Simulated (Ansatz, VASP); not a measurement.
**BaN: VASP beside Ansatz**

INCAR

```
SYSTEM = BaN
PREC = Accurate ; ENCUT = 1330
EDIFF = 1E-6 ; ISMEAR = 0
SIGMA = 0.1 ; LREAL = .FALSE.
LASPH = .TRUE. ; NELM = 120
ALGO = Normal ; ISIF = 2
LWAVE = .FALSE. ; LCHARG = .TRUE.
GGA = PE ; LELF = .TRUE.
LVHAR = .TRUE. ; NBANDS = 23
GGA_COMPAT = .FALSE.
```

File KPOINTS:

```
Automatic mesh
0
G
  4 4 4
  0 0 0
```

Contents of POSCAR:

```
BaN
1.0
    0.0000000000      3.6406980700      3.6406980700
    3.6406980700      0.0000000000      3.6406980700
    3.6406980700      3.6406980700      0.0000000000
Ba N
2 2
Direct
    0.0000000000      0.0000000000      0.0000000000
    0.2500000000      0.2500000000      0.2500000000
    0.7500000000      0.7500000000      0.7500000000
    0.5000000000      0.5000000000      0.5000000000
```

Input for Ansatz:

```yaml
crystal:
  lattice:
    - [0.0, 3.64069807, 3.64069807]
    - [3.64069807, 0.0, 3.64069807]
    - [3.64069807, 3.64069807, 0.0]
  atoms:
    - { symbol: Ba, position: [0.0, 0.0, 0.0] }
    - { symbol: Ba, position: [0.25, 0.25, 0.25] }
    - { symbol: "N", position: [0.75, 0.75, 0.75] }
    - { symbol: "N", position: [0.5, 0.5, 0.5] }
basis:
  ecutwfc: 420
kpoints:
  mp_grid: { grid: [4, 4, 4] }
hamiltonian:
  xc: pbe
scf:
  occupations: { method: gaussian, width: 0.1 }
  lower_state_search: "off"
output:
  forces: true
  stress: true
  eigenvalues: true
```

Alike in both runs: task single point; functional PBE; k mesh 4 × 4 × 4; occupations gaussian, width 0.1 eV; no spin polarisation.

|  | VASP | Ansatz |
| --- | --- | --- |
| version | VASP 6.6.1 | Ansatz 0.2.0 |
| potentials or method | VASP PAW PBE potentials, release 64 (Ba_sv, N_h), cutoff 1330 eV | scalar-relativistic, plane waves, PAW |
| valence electrons in the cell | 30 | 30 |

```csv
,VASP,Ansatz,Ansatz less VASP
gap on the k mesh at the Fermi level (eV),none,none,-
pressure (GPa),-5.1,-6.4,-1.22
```

A gap of «none» marks a metal or a gap that the smearing closes. The functional is the same, so the differences come from potentials, cutoffs and numerics.

The k mesh is coarse, so the values compare programs but aren't converged. Neither program's run includes spin-orbit coupling.
